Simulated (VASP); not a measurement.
# Hg (P6_3/mmc) in VASP: single point with LDA

Aim: the single point of Hg with LDA.

Everything below comes from runs of VASP 6.6.1. Logs are shortened: lines on timing, memory, paths and dates and some standing lists are left out, and cuts for length are marked.

## (1) The cell of the first run

The structure is hexagonal, space group P6_3/mmc (No. 194). Conventional cell: a = 3.036 Å, b = 3.036 Å, c = 10.220 Å, α = 90.00°, β = 90.00°, γ = 120.00°. Hg (site symmetry -3m) has 12 Hg at 3.04 to 3.10 Å within 4.0 Å. Hg (site symmetry -6m2) has 12 Hg at 3.04 to 3.10 Å within 4.0 Å.

## (2) Single point, LDA (20.40 Å³/atom)

INCAR reads:

```
PREC = Accurate
ENCUT = 550
EDIFF = 1E-6
ISMEAR = -1
SIGMA = 0.1
LREAL = F
LASPH = T
NELM = 120
ALGO = Normal
ISIF = 2
LWAVE = F
LCHARG = F
NBANDS = 48
GGA_COMPAT = F
```

KPOINTS reads:

```
Automatic mesh
0
Gamma
  13 13 4
```

POSCAR reads:

```
Hg
1.0
    3.0363648562      0.0000000000      0.0000000000
   -1.5181824281      2.6295691007      0.0000000000
    0.0000000000      0.0000000000     10.2204830815
Hg
4
Direct
    0.0000000000      1.0000000000      0.0000000000
    0.0000000000      1.0000000000      0.5000000000
    0.3333333333      0.6666666667      0.2500000000
    0.6666666667      0.3333333333      0.7500000000
```

Potentials or basis: VASP PAW LDA potentials, release 64 (Hg_sv_GW).

Command:

```
> cat potpaw_LDA.64/Hg_sv_GW/POTCAR > POTCAR
> mpirun -np 1 vasp_std > vasp.out
```

OUTCAR:

```text
PREC = Accurate
   ENCUT = 550
   EDIFF = 1E-6
   ISMEAR = -1
   LREAL = F
   LASPH = T
   NELM = 120
   ISIF = 2

 ion  position               nearest neighbor table
   1  0.000  0.000  0.000-   3 3.10   4 3.10   4 3.10   3 3.10   4 3.10   3 3.10
   2  0.000  0.000  0.500-   3 3.10   4 3.10   4 3.10   3 3.10   4 3.10   3 3.10
   3  0.333  0.667  0.250-   1 3.10   2 3.10   1 3.10   2 3.10   1 3.10   2 3.10
   4  0.667  0.333  0.750-   1 3.10   2 3.10   1 3.10   2 3.10   1 3.10   2 3.10

  LATTYP: Found a hexagonal cell.
 ALAT       =     3.0363648562
 C/A-ratio  =     3.3660260099

  Lattice vectors:

 A1 = (   3.0363648562,   0.0000000000,   0.0000000000)
 A2 = (  -1.5181824281,   2.6295691007,   0.0000000000)
 A3 = (   0.0000000000,   0.0000000000,  10.2204830815)

Analysis of symmetry for initial positions (statically):
=====================================================================
 Subroutine PRICEL returns:
 Original cell was already a primitive cell.

 Routine SETGRP: Setting up the symmetry group for a
 hexagonal supercell.

 Subroutine GETGRP returns: Found 24 space group operations
 (whereof 12 operations were pure point group operations)
 out of a pool of 24 trial point group operations.

The static configuration has the point symmetry D_3d.
 The point group associated with its full space group is D_6h.

Analysis of symmetry for dynamics (positions and initial velocities):
=====================================================================
 Subroutine PRICEL returns:
 Original cell was already a primitive cell.

 Routine SETGRP: Setting up the symmetry group for a
 hexagonal supercell.

 Subroutine GETGRP returns: Found 24 space group operations
 (whereof 12 operations were pure point group operations)
 out of a pool of 24 trial point group operations.

The dynamic configuration has the point symmetry D_3d.
 The point group associated with its full space group is D_6h.

 Subroutine INISYM returns: Found 24 space group operations
 (whereof 12 operations are pure point group operations),
 and found     1 'primitive' translations

----------------------------------------------------------------------------------------

                                     Primitive cell

  volume of cell :      81.6037

  direct lattice vectors                    reciprocal lattice vectors
     3.036364856  0.000000000  0.000000000     0.329341185  0.190145222  0.000000000
    -1.518182428  2.629569101  0.000000000     0.000000000  0.380290444  0.000000000
     0.000000000  0.000000000 10.220483081     0.000000000  0.000000000  0.097842733

  length of vectors
     3.036364856  3.036364856 10.220483081     0.380290444  0.380290444  0.097842733

  position of ions in fractional coordinates (direct lattice)
     0.000000000  0.000000000  0.000000000
     0.000000000  0.000000000  0.500000000
     0.333333333  0.666666667  0.250000000
     0.666666667  0.333333333  0.750000000

  ion indices of the primitive-cell ions
   primitive index   ion index
                 1           1
                 2           2
                 3           3
                 4           4

----------------------------------------------------------------------------------------

 KPOINTS: Automatic mesh

Automatic generation of k-mesh.
 Grid dimensions read from file:
 generate k-points for:   13   13    4

 Generating k-lattice:

  Cartesian coordinates                     Fractional coordinates (reciprocal lattice)
     0.025333937  0.014626556  0.000000000     0.076923077  0.000000000  0.000000000
     0.000000000  0.029253111  0.000000000     0.000000000  0.076923077  0.000000000
     0.000000000  0.000000000  0.024460683     0.000000000  0.000000000  0.250000000

  Length of vectors
     0.029253111  0.029253111  0.024460683

  Shift w.r.t. Gamma in fractional coordinates (k-lattice)
     0.000000000  0.000000000  0.000000000

 Subroutine IBZKPT returns following result:
 ===========================================

 Found     63 irreducible k-points:

 Following reciprocal coordinates:
            Coordinates               Weight
  0.000000  0.000000  0.000000      1.000000
  0.076923 -0.000000  0.000000      6.000000
  0.153846 -0.000000  0.000000      6.000000
  0.230769 -0.000000  0.000000      6.000000
  0.307692 -0.000000  0.000000      6.000000
  0.384615  0.000000  0.000000      6.000000
[... 16 lines left out ...]
  0.076923 -0.000000  0.250000     12.000000
  0.153846 -0.000000  0.250000     12.000000
 [... further k-points ...]
   k-points           NKPTS =     63   k-points in BZ     NKDIM =     63   number of bands    NBANDS=     48
   number of dos      NEDOS =    301   number of ions     NIONS =      4
   total plane-waves  NPLWV =  46080
   dimension x,y,z NGX =    24 NGY =   24 NGZ =   80
   dimension x,y,z NGXF=    48 NGYF=   48 NGZF=  160
   ions per type =               4
   NGX,Y,Z   is equivalent  to a cutoff of  13.14, 13.14, 13.01 a.u.
   NGXF,Y,Z  is equivalent  to a cutoff of  26.28, 26.28, 26.03 a.u.
 SYSTEM =  unknown system
   PREC   = accura    normal or accurate (medium, high low for compatibility)
   ISTART =      0    job   : 0-new  1-cont  2-samecut
   ICHARG =      2    charge: 1-file 2-atom 10-const
   ISPIN  =      1    spin polarized calculation?
   LNONCOLLINEAR =      F non collinear calculations
   LSORBIT =      F    spin-orbit coupling
   LASPH  =      T    aspherical Exc in radial PAW
   ENCUT  =  550.0 eV  40.42 Ry    6.36 a.u.   5.81  5.81 19.54*2*pi/ulx,y,z
   NELM   =    120;   NELMIN=  2; NELMDL= -5     # of ELM steps
   EDIFF  = 0.1E-05   stopping-criterion for ELM
   LREAL  =      F    real-space projection
   EDIFFG = 0.1E-04   stopping-criterion for IOM
   NSW    =      0    number of steps for IOM
   IBRION =     -1    ionic relax: 0-MD 1-quasi-New 2-CG
   NFREE  =      0    steps in history (QN), initial steepest desc. (CG)
   ISIF   =      2    stress and relaxation
   ISYM   =      2    0-nonsym 1-usesym 2-fastsym
   POTIM  = 0.5000    time-step for ionic-motion
   TEBEG  =    0.0;   TEEND  =   0.0 temperature during run
   PSTRESS=    0.0 pullay stress
   NELECT =      80.0000    total number of electrons
   NUPDOWN=      -1.0000    fix difference up-down
   EMIN   =  10.00;   EMAX   =-10.00  energy-range for DOS
   EFERMI =   0.00;   METHOD = LEGACY
   ISMEAR =    -1;   SIGMA  =   0.10  broadening in eV -4-tet -1-fermi 0-gaus
   EFERMI_NEDOS =   21; number of points for ismear=-14 and -15
   IALGO  =     38    algorithm
   IMIX   =      4    mixing-type and parameters
     AMIX     =   0.40;   BMIX     =  1.00
     AMIX_MAG =   1.60;   BMIX_MAG =  1.00
  volume/ion in A,a.u.               =      20.40       137.67
  Fermi-wavevector in a.u.,A,eV,Ry     =   1.626303  3.073267 35.985531  2.644862
  Thomas-Fermi vector in A             =   2.719284
   LORBIT       =      0    0 simple, 1 ext, 2 COOP (PROOUT), +10 PAW based schemes
   GGA     = CA    functional components
   LHFCALC =     F    Hartree Fock is set to
   AEXX    =    0.0000 exact exchange contribution
   IVDW    =     0    specifies the selected vdW correction
   LEPSILON=     F    determine dielectric tensor
   LRPA    =     F    only Hartree local field effects (RPA)
 non-spin polarized calculation
  energy-cutoff  :      550.00
  volume of cell :       81.60
 maximum number of plane-waves:      2412
 NGX is ok and might be reduce to    24
   NGX = 11   NGY = 11   NGZ = 39

 number of electron      80.0000014 magnetization

 Free energy of the ion-electron system (eV)
  ---------------------------------------------------
  ext. energy  EPLUGINS =         0.00000000
  ---------------------------------------------------
  free energy    TOTEN  =        -3.69588357 eV

  energy without entropy =       -3.64386721  energy(sigma->0) =       -3.66987539

 E-fermi :   7.5400     XC(G=0): -12.5986

 val. band max:        7.5279480114   @ k =   0.4615   0.0769   0.2500
 cond. band min:       7.5402646393   @ k =   0.3077   0.2308   0.5000
 fundamental gap:      0.0123166280
 Fermi energy:         7.5399957049

 k-point     1 :       0.0000    0.0000    0.0000
  band No.  band energies     occupation
      1    -107.3065      2.00000
      2    -107.3064      2.00000
      3    -107.2926      2.00000
      4    -107.2925      2.00000
      5     -55.9456      2.00000
      6     -55.9187      2.00000
[... 40 lines left out ...]
     47      21.3645      0.00000
     48      21.4191      0.00000

 k-point     2 :       0.0769   -0.0000    0.0000
  band No.  band energies     occupation
      1    -107.3064      2.00000
      2    -107.3063      2.00000
      3    -107.2925      2.00000
      4    -107.2924      2.00000
      5     -55.9444      2.00000
      6     -55.9187      2.00000
[... 40 lines left out ...]
     47      20.7082      0.00000
     48      20.9017      0.00000

 k-point     3 :       0.1538   -0.0000    0.0000
  band No.  band energies     occupation
      1    -107.3060      2.00000
      2    -107.3059      2.00000
      3    -107.2922      2.00000
      4    -107.2921      2.00000
      5     -55.9410      2.00000
      6     -55.9193      2.00000
[... 40 lines left out ...]
     47      19.2238      0.00000
     48      20.6542      0.00000

 k-point     4 :       0.2308   -0.0000    0.0000
  band No.  band energies     occupation
      1    -107.3055      2.00000
      2    -107.3055      2.00000
      3    -107.2917      2.00000
      4    -107.2916      2.00000
      5     -55.9361      2.00000
      6     -55.9263      2.00000
[... 958 lines left out ...]
     47      21.4562      0.00000
     48      21.4657      0.00000

 k-point    23 :       0.0769   -0.0000    0.2500
  band No.  band energies     occupation
      1    -107.3064      2.00000
      2    -107.3063      2.00000
      3    -107.2925      2.00000
      4    -107.2924      2.00000
      5     -55.9421      2.00000
      6     -55.9263      2.00000
[... 40 lines left out ...]
     47      20.6309      0.00000
     48      20.8236      0.00000

 k-point    24 :       0.1538   -0.0000    0.2500
  band No.  band energies     occupation
      1    -107.3060      2.00000
      2    -107.3060      2.00000
      3    -107.2921      2.00000
      4    -107.2921      2.00000
      5     -55.9390      2.00000
      6     -55.9259      2.00000
[... 40 lines left out ...]
     47      19.3517      0.00000
     48      20.4131      0.00000

 [... further k-points ...]

------------------------ aborting loop because EDIFF is reached ----------------------------------------

  FORCE on cell =-STRESS in cart. coord.  units (eV):
  Direction    XX          YY          ZZ          XY          YZ          ZX
  --------------------------------------------------------------------------------------
  -------------------------------------------------------------------------------------
  Total        2.7862722      2.7862722      2.5834695      0.0000000     -0.0000000      0.0000000
  in kB       54.7046395     54.7046395     50.7228866      0.0000000     -0.0000000      0.0000000
  external PRESSURE =      53.3773885 kB  Pullay stress =       0.0000000 kB

 VOLUME and BASIS-vectors are now :
 -----------------------------------------------------------------------------
  energy-cutoff  :      550.00
  volume of cell :       81.60
      direct lattice vectors                 reciprocal lattice vectors
     3.036364856  0.000000000  0.000000000     0.329341185  0.190145222  0.000000000
    -1.518182428  2.629569101  0.000000000     0.000000000  0.380290444  0.000000000
     0.000000000  0.000000000 10.220483081     0.000000000  0.000000000  0.097842733

 POSITION                                       TOTAL-FORCE (eV/Angst)
 -----------------------------------------------------------------------------------
      0.00000      0.00000      0.00000        -0.000000      0.000000      0.000000
      0.00000      0.00000      5.11024        -0.000000      0.000000      0.000000
     -0.00000      1.75305      2.55512         0.000000     -0.000000      0.000000
      1.51818      0.87652      7.66536        -0.000000      0.000000     -0.000000
 -----------------------------------------------------------------------------------
    total drift:                               -0.000000      0.000000     -0.000000

  FREE ENERGIE OF THE ION-ELECTRON SYSTEM (eV)
  ---------------------------------------------------
  free  energy   TOTEN  =        -3.6958835661 eV

  energy  without entropy=       -3.6438672110  energy(sigma->0) =       -3.66987539
```

Run time: 3.3 min. Hardware: 1 thread of Intel Xeon Platinum 8375C at 2.90GHz (Ice Lake), shared host; peak memory 0.33 GiB.

What came out:

```
Free energy            : -3.6959 eV
Pressure               : 5.3 GPa
Band gap on the k mesh : zero (bands 40 and 41 overlap by 2.03 eV)
```

Stress tensor (GPa, compression positive):
```
5.47 0.00 0.00
0.00 5.47 0.00
0.00 0.00 5.07
```

Levels at points of the mesh, in eV from the Fermi level:
| k point | band 36 | band 37 | band 38 | band 39 | band 40 | band 41 | band 42 | band 43 | band 44 | band 45 |
| --- | --- | --- | --- | --- | --- | --- | --- | --- | --- | --- |
| (0.00, 0.00, 0.00) | -6.42 | -6.42 | -6.09 | -6.09 | -2.56 | -1.68 | 6.57 | 6.58 | 12.61 | 12.69 |
| (0.00, 0.00, 0.50) | -6.22 | -6.22 | -6.22 | -5.38 | -5.38 | 1.96 | 1.96 | 11.15 | 11.15 | 12.84 |

Caveat: the cell stands under pressure; spin-orbit coupling is left out, which moves the levels of the heavy elements.
